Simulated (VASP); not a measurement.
Wanted: the native input for a VASP 6.6.1 run.

```
Task                   : single point
Functional             : PBE
Potentials or basis    : VASP PAW PBE potentials, release 64 (Ag, Rh_pv)
Cutoff                 : 500 eV
k mesh                 : 4 × 4 × 2
Occupations            : methfessel-paxton, width 0.1 eV
Spin                   : no spin polarisation
Dipole correction      : no
Further INCAR settings : ALGO = Normal; EDIFF = 1e-06; NBANDS = 20
```

The structure of AgRh lies in POSCAR:

```
AgRh
1.0
    2.7775882000      0.0000000000      0.0000000000
   -1.3887941000      2.4054619400      0.0000000000
    0.0000000000      0.0000000000      4.8086020000
Ag Rh
1 1
Direct
    0.0000000000      0.0000000000      0.5000000000
    0.6666666700      0.3333333300      0.0000000000
```

These files were run (other wordings do the same):

INCAR

```
ALGO = Normal
EDIFF = 1E-6
ENCUT = 500
GGA = PE
GGA_COMPAT = F
ISIF = 2
ISMEAR = 1
LASPH = T
LCHARG = T
LELF = T
LREAL = F
LVHAR = T
LWAVE = F
NBANDS = 20
NELM = 120
PREC = Accurate
SIGMA = 0.1
```

KPOINTS

```
k-points
0
Gamma
  4 4 2
```

Potentials or basis: VASP PAW PBE potentials, release 64 (Ag, Rh_pv).

The run is started by

```bash
$ cat potpaw_PBE.64/Ag/POTCAR potpaw_PBE.64/Rh_pv/POTCAR > POTCAR
$ mpirun -np 1 vasp_std > vasp.out
```

Results of the run:

The pressure is -1.8 GPa and the band gap on the k mesh is zero (band 13 reaches 10.24 eV, above the bottom of band 14 at 8.70 eV).

Caveat: the k points lie up to 0.65 Å⁻¹ apart.

Run time: 14 s on 1 thread of Intel Xeon 8259CL, on a shared host, peak memory 0.14 GiB.
